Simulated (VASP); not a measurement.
Set up this calculation in VASP 6.6.1, as the native input.

| Property | Result |
| --- | --- |
| Task | single point |
| Functional | PBE |
| Potentials or basis | VASP PAW PBE potentials, release 64 (Si, C) |
| Cutoff | 520 eV |
| k mesh | 12 × 12 × 12 |
| Occupations | gaussian, width 0.05 eV |
| Spin | no spin polarisation |
| Dipole correction | no |
| Further INCAR settings | ALGO = Normal; EDIFF = 1e-06; NBANDS = 11 |

The structure of SiC lies in POSCAR:

```
SiC
1.0
    0.0000000000      2.0000800000      2.0000800000
    2.0000800000      0.0000000000      2.0000800000
    2.0000800000      2.0000800000      0.0000000000
Si C
1 1
Direct
    0.0000000000      0.0000000000      0.0000000000
    0.7500000000      0.7500000000      0.7500000000
```

This cell differs from its parent crystal: strain -0.080 along x and y, -0.080 along z.

The input as run:

INCAR

```
  ALGO = Normal
  EDIFF = 1E-6
  ENCUT = 520
  GGA = PE
  ISIF = 2
  ISMEAR = 0
  LASPH = True
  LCHARG = False
  LREAL = False
  LWAVE = False
  NBANDS = 11
  NELM = 60
  PREC = Accurate
  SIGMA = 0.05
```

KPOINTS

```
k-points
0
Gamma
  12 12 12
```

Potentials or basis: VASP PAW PBE potentials, release 64 (Si, C).

Command:

```bash
$ cat potpaw_PBE.64/Si/POTCAR potpaw_PBE.64/C/POTCAR > POTCAR
$ mpirun -np 1 vasp_std > vasp.out
```

It gave:

- Pressure: 96.9 GPa
- Band gap on the k mesh: 1.08 eV (least direct gap 4.74 eV)

Caveat: the cell differs from its parent crystal (strain -0.080 along x and y, -0.080 along z); the cell stands under pressure.

It took 6 s on 1 thread of Intel(R) Xeon(R) Platinum 8375C CPU @ 2.90GHz (Ice Lake), on a shared host, peak memory 0.14 GiB.
